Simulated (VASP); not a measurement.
# Zr (Im-3m) in VASP: notebook

Runs on Zr. Level: BLYP. Tasks: single point.

All numbers are computed with VASP 6.6.1; they aren't measurements. Logs are shortened: lines on timing, memory, paths and dates and some standing lists are left out, and cuts for length are marked.

## 1. The cell of the first run

Symmetry: Im-3m, No. 229, cubic system. The conventional cell has a = 3.715 Å, b = 3.715 Å, c = 3.715 Å, α = 90.00°, β = 90.00°, γ = 90.00°. Zr (site symmetry m-3m) has 14 Zr at 3.22 to 3.72 Å within 4.2 Å.

This isn't the form of Zr at room conditions, which is hcp.

## 2. Single point, BLYP (25.64 Å³/atom)

Input file INCAR:

```
PREC = Accurate ; ENCUT = 520
EDIFF = 1E-6 ; ISMEAR = -1
SIGMA = 0.1 ; LREAL = False
LASPH = True ; NELM = 80
ALGO = Normal ; ISIF = 2
LWAVE = False ; LCHARG = True
GGA = B5 ; ALDAX = 1.0
AGGAX = 1.0 ; AGGAC = 1.0
ALDAC = 0.0 ; LELF = True
LVHAR = True ; NBANDS = 12
```

Input file KPOINTS:

```
regular mesh
0
Gamma
  14 14 14
```

Input file POSCAR:

```
Zr
1.0
   -1.8576306736      1.8576306736      1.8576306736
    1.8576306736     -1.8576306736      1.8576306736
    1.8576306736      1.8576306736     -1.8576306736
Zr
1
Direct
    0.0000000000      0.0000000000      0.0000000000
```

Potentials or basis: VASP PAW PBE potentials, release 64 (Zr_sv).

Run with:

```
$ cat potpaw_PBE.64/Zr_sv/POTCAR > POTCAR
$ mpirun -np 1 vasp_std > vasp.out
```

OUTCAR:

```text
PREC = Accurate
   ENCUT = 520
   EDIFF = 1E-6
   ISMEAR = -1
   LREAL = False
   LASPH = True
   NELM = 80
   ISIF = 2
   GGA = B5

 ion  position               nearest neighbor table
   1  0.000  0.000  0.000-

  LATTYP: Found a body centered cubic cell.
 ALAT       =     3.7152613472

  Lattice vectors:

 A1 = (  -1.8576306736,   1.8576306736,   1.8576306736)
 A2 = (   1.8576306736,  -1.8576306736,   1.8576306736)
 A3 = (   1.8576306736,   1.8576306736,  -1.8576306736)

Analysis of symmetry for initial positions (statically):
=====================================================================
 Subroutine PRICEL returns:
 Original cell was already a primitive cell.

 Routine SETGRP: Setting up the symmetry group for a
 body centered cubic supercell.

 Subroutine GETGRP returns: Found 48 space group operations
 (whereof 48 operations were pure point group operations)
 out of a pool of 48 trial point group operations.

The static configuration has the point symmetry O_h .

Analysis of symmetry for dynamics (positions and initial velocities):
=====================================================================
 Subroutine PRICEL returns:
 Original cell was already a primitive cell.

 Routine SETGRP: Setting up the symmetry group for a
 body centered cubic supercell.

 Subroutine GETGRP returns: Found 48 space group operations
 (whereof 48 operations were pure point group operations)
 out of a pool of 48 trial point group operations.

The dynamic configuration has the point symmetry O_h .

 Subroutine INISYM returns: Found 48 space group operations
 (whereof 48 operations are pure point group operations),
 and found     1 'primitive' translations

----------------------------------------------------------------------------------------

                                     Primitive cell

  volume of cell :      25.6412

  direct lattice vectors                    reciprocal lattice vectors
    -1.857630674  1.857630674  1.857630674     0.000000000  0.269160069  0.269160069
     1.857630674 -1.857630674  1.857630674     0.269160069  0.000000000  0.269160069
     1.857630674  1.857630674 -1.857630674     0.269160069  0.269160069  0.000000000

  length of vectors
     3.217510708  3.217510708  3.217510708     0.380649820  0.380649820  0.380649820

  position of ions in fractional coordinates (direct lattice)
     0.000000000  0.000000000  0.000000000

  ion indices of the primitive-cell ions
   primitive index   ion index
                 1           1

----------------------------------------------------------------------------------------

 KPOINTS: regular mesh

Automatic generation of k-mesh.
 Grid dimensions read from file:
 generate k-points for:   14   14   14

 Generating k-lattice:

  Cartesian coordinates                     Fractional coordinates (reciprocal lattice)
     0.000000000  0.019225719  0.019225719     0.071428571  0.000000000  0.000000000
     0.019225719  0.000000000  0.019225719     0.000000000  0.071428571  0.000000000
     0.019225719  0.019225719  0.000000000     0.000000000  0.000000000  0.071428571

  Length of vectors
     0.027189273  0.027189273  0.027189273

  Shift w.r.t. Gamma in fractional coordinates (k-lattice)
     0.000000000  0.000000000  0.000000000

 Subroutine IBZKPT returns following result:
 ===========================================

 Found    104 irreducible k-points:

 Following reciprocal coordinates:
            Coordinates               Weight
  0.000000  0.000000  0.000000      1.000000
  0.071429  0.000000  0.000000     12.000000
  0.142857  0.000000  0.000000     12.000000
  0.214286  0.000000  0.000000     12.000000
  0.285714  0.000000  0.000000     12.000000
  0.357143  0.000000  0.000000     12.000000
[... 16 lines left out ...]
  0.285714  0.285714  0.000000     24.000000
  0.357143  0.285714  0.000000     24.000000
 [... further k-points ...]
   k-points           NKPTS =    104   k-points in BZ     NKDIM =    104   number of bands    NBANDS=     12
   number of dos      NEDOS =    301   number of ions     NIONS =      1
   total plane-waves  NPLWV =  13824
   dimension x,y,z NGX =    24 NGY =   24 NGZ =   24
   dimension x,y,z NGXF=    48 NGYF=   48 NGZF=   48
   ions per type =               1
   NGX,Y,Z   is equivalent  to a cutoff of  12.40, 12.40, 12.40 a.u.
   NGXF,Y,Z  is equivalent  to a cutoff of  24.80, 24.80, 24.80 a.u.
 SYSTEM =  unknown system
   PREC   = accura    normal or accurate (medium, high low for compatibility)
   ISTART =      0    job   : 0-new  1-cont  2-samecut
   ICHARG =      2    charge: 1-file 2-atom 10-const
   ISPIN  =      1    spin polarized calculation?
   LNONCOLLINEAR =      F non collinear calculations
   LSORBIT =      F    spin-orbit coupling
   LASPH  =      T    aspherical Exc in radial PAW
   ENCUT  =  520.0 eV  38.22 Ry    6.18 a.u.   5.98  5.98  5.98*2*pi/ulx,y,z
   NELM   =     80;   NELMIN=  2; NELMDL= -5     # of ELM steps
   EDIFF  = 0.1E-05   stopping-criterion for ELM
   LREAL  =      F    real-space projection
   EDIFFG = 0.1E-04   stopping-criterion for IOM
   NSW    =      0    number of steps for IOM
   IBRION =     -1    ionic relax: 0-MD 1-quasi-New 2-CG
   NFREE  =      0    steps in history (QN), initial steepest desc. (CG)
   ISIF   =      2    stress and relaxation
   ISYM   =      2    0-nonsym 1-usesym 2-fastsym
   POTIM  = 0.5000    time-step for ionic-motion
   TEBEG  =    0.0;   TEEND  =   0.0 temperature during run
   PSTRESS=    0.0 pullay stress
   NELECT =      12.0000    total number of electrons
   NUPDOWN=      -1.0000    fix difference up-down
   EMIN   =  10.00;   EMAX   =-10.00  energy-range for DOS
   EFERMI =   0.00;   METHOD = LEGACY
   ISMEAR =    -1;   SIGMA  =   0.10  broadening in eV -4-tet -1-fermi 0-gaus
   EFERMI_NEDOS =   21; number of points for ismear=-14 and -15
   IALGO  =     38    algorithm
   IMIX   =      4    mixing-type and parameters
     AMIX     =   0.40;   BMIX     =  1.00
     AMIX_MAG =   1.60;   BMIX_MAG =  1.00
  volume/ion in A,a.u.               =      25.64       173.04
  Fermi-wavevector in a.u.,A,eV,Ry     =   1.271030  2.401899 21.980454  1.615518
  Thomas-Fermi vector in A             =   2.403985
   LORBIT       =      0    0 simple, 1 ext, 2 COOP (PROOUT), +10 PAW based schemes
   GGA     = B5    functional components
   LHFCALC =     F    Hartree Fock is set to
   AEXX    =    0.0000 exact exchange contribution
   IVDW    =     0    specifies the selected vdW correction
   LEPSILON=     F    determine dielectric tensor
   LRPA    =     F    only Hartree local field effects (RPA)
 non-spin polarized calculation
  energy-cutoff  :      520.00
  volume of cell :       25.64
 maximum number of plane-waves:       704
   NGX = 11   NGY = 11   NGZ = 11

 number of electron      12.0000000 magnetization

 Free energy of the ion-electron system (eV)
  ---------------------------------------------------
  ext. energy  EPLUGINS =         0.00000000
  ---------------------------------------------------
  free energy    TOTEN  =        -7.24541791 eV

  energy without entropy =       -7.17249419  energy(sigma->0) =       -7.20895605

 E-fermi :   8.2041     XC(G=0): -10.0845

 val. band max:        8.1928699298   @ k =   0.2143   0.2143   0.0000
 cond. band min:       8.2177370754   @ k =   0.2143   0.0714   0.0714
 fundamental gap:      0.0248671456
 Fermi energy:         8.2041269678

 k-point     1 :       0.0000    0.0000    0.0000
  band No.  band energies     occupation
      1     -40.4263      2.00000
      2     -18.1556      2.00000
      3     -18.1556      2.00000
      4     -18.1556      2.00000
      5       3.1424      2.00000
      6       9.1708      0.00013
      7       9.1708      0.00013
      8       9.1708      0.00013
      9      11.3768      0.00000
     10      11.3768      0.00000
     11      20.4016      0.00000
     12      20.4016      0.00000

 k-point     2 :       0.0714    0.0000    0.0000
  band No.  band energies     occupation
      1     -40.4213      2.00000
      2     -18.1925      2.00000
      3     -18.1672      2.00000
      4     -18.1558      2.00000
      5       3.2986      2.00000
      6       9.0737      0.00033
      7       9.1411      0.00017
      8       9.3185      0.00003
      9      11.2346      0.00000
     10      11.3780      0.00000
     11      20.5246      0.00000
     12      20.6788      0.00000

 k-point     3 :       0.1429    0.0000    0.0000
  band No.  band energies     occupation
      1     -40.4073      2.00000
      2     -18.2946      2.00000
      3     -18.1996      2.00000
      4     -18.1562      2.00000
      5       3.7432      2.00000
      6       8.8178      0.00431
      7       9.0040      0.00067
      8       9.7534      0.00000
      9      10.9915      0.00000
     10      11.3930      0.00000
     11      20.7455      0.00000
     12      21.4154      0.00000
[... 286 lines left out ...]
 k-point    23 :       0.2857    0.2857    0.0000
  band No.  band energies     occupation
      1     -40.3157      2.00000
      2     -18.7222      2.00000
      3     -18.5343      2.00000
      4     -18.2392      2.00000
      5       6.8650      2.00000
      6       7.6295      1.99363
      7       8.1710      1.16436
      8      11.3343      0.00000
      9      11.8638      0.00000
     10      15.3277      0.00000
     11      16.2353      0.00000
     12      18.2979      0.00000

 k-point    24 :       0.3571    0.2857    0.0000
  band No.  band energies     occupation
      1     -40.3125      2.00000
      2     -18.6950      2.00000
      3     -18.5869      2.00000
      4     -18.2430      2.00000
      5       6.9701      1.99999
      6       7.7235      1.98378
      7       8.0594      1.61915
      8      11.4914      0.00000
      9      11.8355      0.00000
     10      15.7064      0.00000
     11      16.1773      0.00000
     12      17.5732      0.00000

 [... further k-points ...]
[... 5 lines left out ...]
  --------------------------------------------------------------------------------------
  -------------------------------------------------------------------------------------
  Total       -0.8924831     -0.8924831     -0.8924831      0.0000000     -0.0000000      0.0000000
  in kB      -55.7663854    -55.7663854    -55.7663854      0.0000000     -0.0000000      0.0000000
  external PRESSURE =     -55.7663854 kB  Pullay stress =       0.0000000 kB

 VOLUME and BASIS-vectors are now :
 -----------------------------------------------------------------------------
  energy-cutoff  :      520.00
  volume of cell :       25.64
      direct lattice vectors                 reciprocal lattice vectors
    -1.857630674  1.857630674  1.857630674     0.000000000  0.269160069  0.269160069
     1.857630674 -1.857630674  1.857630674     0.269160069  0.000000000  0.269160069
     1.857630674  1.857630674 -1.857630674     0.269160069  0.269160069  0.000000000

 POSITION                                       TOTAL-FORCE (eV/Angst)
 -----------------------------------------------------------------------------------
      0.00000      0.00000      0.00000         0.000000     -0.000000     -0.000000
 -----------------------------------------------------------------------------------
    total drift:                                0.000000      0.000000     -0.000000

  FREE ENERGIE OF THE ION-ELECTRON SYSTEM (eV)
  ---------------------------------------------------
  free  energy   TOTEN  =        -7.2454179113 eV

  energy  without entropy=       -7.1724941928  energy(sigma->0) =       -7.20895605
```

It took 22 s on 1 thread of Intel Xeon 8259CL, shared host; peak memory 0.16 GiB.

Results:

| Item | Value |
| --- | --- |
| Free energy | -7.2454 eV |
| Pressure | -5.6 GPa |
| Band gap on the k mesh | zero (bands 6 and 7 overlap by 1.51 eV) |

Levels at points of the mesh, in eV from the Fermi level:
```tsv
k point	band 4	band 5	band 6	band 7	band 8	band 9
(0.00, 0.00, 0.00)	-26.36	-5.06	0.97	0.97	0.97	3.17
(0.50, 0.00, 0.00)	-26.36	-2.49	-0.57	1.43	3.11	3.69
(0.50, 0.50, 0.50)	-26.85	-2.16	-2.16	4.89	4.89	4.89
```

Caveat: the cell stands under tension; the PAW data sets were made with another functional, which shifts forces and pressure a little.

[end of part 1 of 2]
